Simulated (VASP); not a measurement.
# Ta2C (P-3m1) in VASP: further runs

The runs below take Ta2C through single point, with LDA, PBEsol.

All numbers are computed with VASP 6.6.1; they aren't measurements. Logs are shortened: lines on timing, memory, paths and dates and some standing lists are left out, and cuts for length are marked.

### Step 1. The cell of the first run

Symmetry: P-3m1, No. 164, trigonal system. Conventional cell: a = 3.232 Å, b = 3.232 Å, c = 5.148 Å, α = 90.00°, β = 90.00°, γ = 120.00°. Ta (site symmetry 3m) has 3 C at 2.27 Å within 3.0 Å. Within 3.0 Å of C (site symmetry -3m) lie 6 Ta at 2.27 Å.

### Step 2. Single point, LDA (functional LDA, strained)

INCAR reads:

```
PREC     = Accurate       # precision mode
ENCUT    = 520            # plane-wave cutoff, eV
EDIFF    = 1E-6           # SCF threshold, eV
ISMEAR   = 0              # smearing method
SIGMA    = 0.1            # smearing width, eV
LREAL    = F              # projectors in reciprocal space
LASPH    = T              # aspherical terms in the spheres
NELM     = 100            # most SCF steps
ALGO     = Normal         # electronic algorithm
ISIF     = 2              # what is computed and relaxed
LWAVE    = F              # write WAVECAR
LCHARG   = T              # write CHGCAR
GGA      = CA             # functional
LELF     = T              # ELF
LVHAR    = T            
NBANDS   = 20             # bands
```

KPOINTS reads:

```
Automatic mesh
0
Gamma
  15 15 8
```

POSCAR reads:

```
Ta2C
1.0
    3.2322487773      0.0000000000      0.0000000000
   -1.6161243887      2.7992095525      0.0000000000
    0.0000000000      0.0000000000      5.1476195520
Ta C
2 1
Direct
    0.3333333333      0.6666666667      0.2520100000
    0.6666666667      0.3333333333      0.7479900000
    0.0000000000      0.0000000000      0.0000000000
```

Potentials or basis: VASP PAW LDA potentials, release 64 (Ta_pv, C).

Command:

```
$ cat potpaw_LDA.64/Ta_pv/POTCAR potpaw_LDA.64/C/POTCAR > POTCAR
$ mpirun -np 1 vasp_std > vasp.out
```

OUTCAR:

```text
PREC = Accurate
   ENCUT = 520
   EDIFF = 1E-6
   ISMEAR = 0
   LREAL = F
   LASPH = T
   NELM = 100
   ISIF = 2
   GGA = CA

 ion  position               nearest neighbor table
   1  0.333  0.667  0.252-   3 2.27   3 2.27   3 2.27   2 3.16   2 3.16   2 3.16   2 3.20   2 3.20
                             2 3.20
   2  0.667  0.333  0.748-   3 2.27   3 2.27   3 2.27   1 3.16   1 3.16   1 3.16   1 3.20   1 3.20
                             1 3.20
   3  0.000  0.000  0.000-   1 2.27   2 2.27   2 2.27   1 2.27   2 2.27   1 2.27

  LATTYP: Found a hexagonal cell.
 ALAT       =     3.2322487773
 C/A-ratio  =     1.5925814833

  Lattice vectors:

 A1 = (   3.2322487773,   0.0000000000,   0.0000000000)
 A2 = (  -1.6161243887,   2.7992095525,   0.0000000000)
 A3 = (   0.0000000000,   0.0000000000,   5.1476195520)

Analysis of symmetry for initial positions (statically):
[... 33 lines left out ...]
                                     Primitive cell

  volume of cell :      46.5743

  direct lattice vectors                    reciprocal lattice vectors
     3.232248777  0.000000000  0.000000000     0.309382126  0.178621854  0.000000000
    -1.616124389  2.799209552  0.000000000     0.000000000  0.357243708  0.000000000
     0.000000000  0.000000000  5.147619552     0.000000000  0.000000000  0.194264551

  length of vectors
     3.232248777  3.232248777  5.147619552     0.357243708  0.357243708  0.194264551

  position of ions in fractional coordinates (direct lattice)
     0.333333333  0.666666667  0.252010000
     0.666666667  0.333333333  0.747990000
     0.000000000  0.000000000  0.000000000

  ion indices of the primitive-cell ions
   primitive index   ion index
                 1           1
                 2           2
                 3           3

----------------------------------------------------------------------------------------

 KPOINTS: Automatic mesh

Automatic generation of k-mesh.
 Grid dimensions read from file:
 generate k-points for:   15   15    8

 Generating k-lattice:

  Cartesian coordinates                     Fractional coordinates (reciprocal lattice)
     0.020625475  0.011908124  0.000000000     0.066666667 -0.000000000  0.000000000
     0.000000000  0.023816247  0.000000000     0.000000000  0.066666667  0.000000000
     0.000000000  0.000000000  0.024283069     0.000000000  0.000000000  0.125000000

  Length of vectors
     0.023816247  0.023816247  0.024283069

  Shift w.r.t. Gamma in fractional coordinates (k-lattice)
     0.000000000  0.000000000  0.000000000

 Subroutine IBZKPT returns following result:
 ===========================================

 Found    192 irreducible k-points:

 Following reciprocal coordinates:
            Coordinates               Weight
  0.000000  0.000000  0.000000      1.000000
  0.066667  0.000000  0.000000      6.000000
  0.133333  0.000000  0.000000      6.000000
  0.200000  0.000000  0.000000      6.000000
  0.266667  0.000000  0.000000      6.000000
  0.333333  0.000000  0.000000      6.000000
[... 16 lines left out ...]
  0.333333  0.200000  0.000000     12.000000
  0.400000  0.200000  0.000000      6.000000
 [... further k-points ...]
   k-points           NKPTS =    192   k-points in BZ     NKDIM =    192   number of bands    NBANDS=     20
   number of dos      NEDOS =    301   number of ions     NIONS =      3
   total plane-waves  NPLWV =  23040
   dimension x,y,z NGX =    24 NGY =   24 NGZ =   40
   dimension x,y,z NGXF=    48 NGYF=   48 NGZF=   80
   ions per type =               2   1
   NGX,Y,Z   is equivalent  to a cutoff of  12.34, 12.34, 12.92 a.u.
   NGXF,Y,Z  is equivalent  to a cutoff of  24.69, 24.69, 25.84 a.u.
 SYSTEM =  unknown system
   PREC   = accura    normal or accurate (medium, high low for compatibility)
   ISTART =      0    job   : 0-new  1-cont  2-samecut
   ICHARG =      2    charge: 1-file 2-atom 10-const
   ISPIN  =      1    spin polarized calculation?
   LNONCOLLINEAR =      F non collinear calculations
   LSORBIT =      F    spin-orbit coupling
   LASPH  =      T    aspherical Exc in radial PAW
   ENCUT  =  520.0 eV  38.22 Ry    6.18 a.u.   6.01  6.01  9.57*2*pi/ulx,y,z
   NELM   =    100;   NELMIN=  2; NELMDL= -5     # of ELM steps
   EDIFF  = 0.1E-05   stopping-criterion for ELM
   LREAL  =      F    real-space projection
   EDIFFG = 0.1E-04   stopping-criterion for IOM
   NSW    =      0    number of steps for IOM
   IBRION =     -1    ionic relax: 0-MD 1-quasi-New 2-CG
   NFREE  =      0    steps in history (QN), initial steepest desc. (CG)
   ISIF   =      2    stress and relaxation
   ISYM   =      2    0-nonsym 1-usesym 2-fastsym
   POTIM  = 0.5000    time-step for ionic-motion
   TEBEG  =    0.0;   TEEND  =   0.0 temperature during run
   PSTRESS=    0.0 pullay stress
   NELECT =      26.0000    total number of electrons
   NUPDOWN=      -1.0000    fix difference up-down
   EMIN   =  10.00;   EMAX   =-10.00  energy-range for DOS
   EFERMI =   0.00;   METHOD = LEGACY
   ISMEAR =     0;   SIGMA  =   0.10  broadening in eV -4-tet -1-fermi 0-gaus
   EFERMI_NEDOS =   21; number of points for ismear=-14 and -15
   IALGO  =     38    algorithm
   IMIX   =      4    mixing-type and parameters
     AMIX     =   0.40;   BMIX     =  1.00
     AMIX_MAG =   1.60;   BMIX_MAG =  1.00
  volume/ion in A,a.u.               =      15.52       104.77
  Fermi-wavevector in a.u.,A,eV,Ry     =   1.347981  2.547315 24.722500  1.817052
  Thomas-Fermi vector in A             =   2.475687
   LORBIT       =      0    0 simple, 1 ext, 2 COOP (PROOUT), +10 PAW based schemes
   GGA     = CA    functional components
   LHFCALC =     F    Hartree Fock is set to
   AEXX    =    0.0000 exact exchange contribution
   IVDW    =     0    specifies the selected vdW correction
   LEPSILON=     F    determine dielectric tensor
   LRPA    =     F    only Hartree local field effects (RPA)
 non-spin polarized calculation
 Gauss-broadening in eV      SIGMA  =   0.10
  energy-cutoff  :      520.00
  volume of cell :       46.57
 maximum number of plane-waves:      1284
   NGX = 13   NGY = 13   NGZ = 19

 number of electron      26.0000007 magnetization

 Free energy of the ion-electron system (eV)
  ---------------------------------------------------
  ext. energy  EPLUGINS =         0.00000000
  ---------------------------------------------------
  free energy    TOTEN  =       -36.97744346 eV

  energy without entropy =      -36.97370314  energy(sigma->0) =      -36.97557330

 E-fermi :   5.4433     XC(G=0): -12.3435

 val. band max:        5.4369420580   @ k =   0.0000   0.0000   0.0000
 cond. band min:       5.4609438112   @ k =  -0.1333   0.3333   0.2500
 fundamental gap:      0.0240017531
 Fermi energy:         5.4432530386

 k-point     1 :       0.0000    0.0000    0.0000
  band No.  band energies     occupation
      1     -29.3588      2.00000
      2     -28.9405      2.00000
      3     -28.9405      2.00000
      4     -28.8642      2.00000
      5     -28.8642      2.00000
      6     -28.7866      2.00000
[... 12 lines left out ...]
     19       8.0482      0.00000
     20      12.2287      0.00000

 k-point     2 :       0.0667    0.0000    0.0000
  band No.  band energies     occupation
      1     -29.3509      2.00000
      2     -28.9574      2.00000
      3     -28.9464      2.00000
      4     -28.8810      2.00000
      5     -28.8660      2.00000
      6     -28.7897      2.00000
[... 12 lines left out ...]
     19       8.4455      0.00000
     20      12.1517      0.00000

 k-point     3 :       0.1333    0.0000    0.0000
  band No.  band energies     occupation
      1     -29.3280      2.00000
      2     -29.0052      2.00000
      3     -28.9628      2.00000
      4     -28.9280      2.00000
      5     -28.8718      2.00000
      6     -28.7992      2.00000
[... 12 lines left out ...]
     19       9.2409      0.00000
     20      11.8841      0.00000

 k-point     4 :       0.2000    0.0000    0.0000
  band No.  band energies     occupation
      1     -29.2924      2.00000
      2     -29.0755      2.00000
      3     -28.9955      2.00000
      4     -28.9859      2.00000
      5     -28.8812      2.00000
      6     -28.8153      2.00000
[... 12 lines left out ...]
     19      10.0734      0.00000
     20      11.5340      0.00000

 k-point     5 :       0.2667    0.0000    0.0000
  band No.  band energies     occupation
      1     -29.2481      2.00000
      2     -29.1554      2.00000
      3     -29.0708      2.00000
      4     -29.0114      2.00000
      5     -28.8930      2.00000
      6     -28.8380      2.00000
[... 12 lines left out ...]
     19      10.8061      0.00000
     20      11.2565      0.00000

 k-point     6 :       0.3333    0.0000    0.0000
  band No.  band energies     occupation
      1     -29.2382      2.00000
      2     -29.1936      2.00000
      3     -29.1401      2.00000
      4     -29.0349      2.00000
      5     -28.9048      2.00000
      6     -28.8663      2.00000
[... 12 lines left out ...]
     19      10.9168      0.00000
     20      11.4584      0.00000

 k-point     7 :       0.4000    0.0000    0.0000
  band No.  band energies     occupation
      1     -29.2954      2.00000
      2     -29.1976      2.00000
      3     -29.1453      2.00000
      4     -29.0529      2.00000
      5     -28.9144      2.00000
      6     -28.8967      2.00000
[... 12 lines left out ...]
     19      10.6823      0.00000
     20      10.8024      0.00000
[... 277 lines left out ...]
 k-point    20 :       0.4000    0.1333    0.0000
  band No.  band energies     occupation
      1     -29.3108      2.00000
      2     -29.2091      2.00000
      3     -29.0966      2.00000
      4     -29.0933      2.00000
      5     -28.9626      2.00000
      6     -28.9330      2.00000
[... 12 lines left out ...]
     19      10.1575      0.00000
     20      10.6919      0.00000

 k-point    21 :       0.2000    0.2000    0.0000
  band No.  band energies     occupation
      1     -29.2080      2.00000
      2     -29.1764      2.00000
      3     -29.1716      2.00000
      4     -29.0305      2.00000
      5     -28.9585      2.00000
      6     -28.8740      2.00000
[... 12 lines left out ...]
     19      10.5819      0.00000
     20      11.2003      0.00000

 k-point    22 :       0.2667    0.2000    0.0000
  band No.  band energies     occupation
      1     -29.2502      2.00000
      2     -29.1942      2.00000
      3     -29.1328      2.00000
      4     -29.0688      2.00000
      5     -28.9864      2.00000
      6     -28.9053      2.00000
[... 12 lines left out ...]
     19      10.4755      0.00000
     20      11.0653      0.00000

 k-point    23 :       0.3333    0.2000    0.0000
  band No.  band energies     occupation
      1     -29.2840      2.00000
      2     -29.1946      2.00000
      3     -29.1089      2.00000
      4     -29.0896      2.00000
      5     -29.0035      2.00000
      6     -28.9373      2.00000
[... 12 lines left out ...]
     19      10.0751      0.00000
     20      11.4269      0.00000

 k-point    24 :       0.4000    0.2000    0.0000
  band No.  band energies     occupation
      1     -29.2960      2.00000
      2     -29.1899      2.00000
      3     -29.1270      2.00000
      4     -29.0702      2.00000
      5     -29.0089      2.00000
      6     -28.9543      2.00000
[... 12 lines left out ...]
     19      10.1813      0.00000
     20      11.6646      0.00000

 [... further k-points ...]

------------------------ aborting loop because EDIFF is reached ----------------------------------------

  FORCE on cell =-STRESS in cart. coord.  units (eV):
  Direction    XX          YY          ZZ          XY          YZ          ZX
  --------------------------------------------------------------------------------------
  -------------------------------------------------------------------------------------
  Total       -9.1933017     -9.1933017     -9.6619906      0.0000000      0.0000000      0.0000000
  in kB     -316.2535879   -316.2535879   -332.3766897      0.0000000      0.0000000      0.0000000
  external PRESSURE =    -321.6279552 kB  Pullay stress =       0.0000000 kB

 VOLUME and BASIS-vectors are now :
 -----------------------------------------------------------------------------
  energy-cutoff  :      520.00
  volume of cell :       46.57
      direct lattice vectors                 reciprocal lattice vectors
     3.232248777  0.000000000  0.000000000     0.309382126  0.178621854  0.000000000
    -1.616124389  2.799209552  0.000000000     0.000000000  0.357243708  0.000000000
     0.000000000  0.000000000  5.147619552     0.000000000  0.000000000  0.194264551

 POSITION                                       TOTAL-FORCE (eV/Angst)
 -----------------------------------------------------------------------------------
     -0.00000      1.86614      1.29725         0.000000     -0.000000     -0.928956
      1.61612      0.93307      3.85037        -0.000000      0.000000      0.928956
      0.00000      0.00000      0.00000         0.000000      0.000000     -0.000000
 -----------------------------------------------------------------------------------
    total drift:                               -0.000000      0.000000     -0.000000

  FREE ENERGIE OF THE ION-ELECTRON SYSTEM (eV)
  ---------------------------------------------------
  free  energy   TOTEN  =       -36.9774434637 eV

  energy  without entropy=      -36.9737031444  energy(sigma->0) =      -36.97557330
```

Wall time 46 s (1 thread of Intel Xeon 6975P-C (Granite Rapids), shared host); peak memory 0.27 GiB.

What came out:

```
Free energy            : -36.9774 eV
Pressure               : -32.2 GPa
Largest force          : 0.929 eV/Å
Band gap on the k mesh : zero (band 13 reaches 5.86 eV, above the bottom of band 14 at 5.20 eV)
```

Forces on the atoms (eV/Å):
```
Ta   0.000  0.000 -0.929
Ta   0.000  0.000  0.929
C    0.000  0.000  0.000
```

Levels at points of the mesh, in eV from the Fermi level:
| k point | band 11 | band 12 | band 13 | band 14 | band 15 | band 16 |
| --- | --- | --- | --- | --- | --- | --- |
| (0.00, 0.00, 0.00) | -3.04 | -0.01 | 0.42 | 0.42 | 0.94 | 0.94 |
| (0.00, 0.00, 0.50) | -1.57 | -1.46 | -0.24 | -0.24 | 2.46 | 2.46 |

Caveat: the cell differs from its parent crystal (functional LDA, strained); spin-orbit coupling is left out, which moves the levels of the heavy elements.

[end of part 1 of 2]
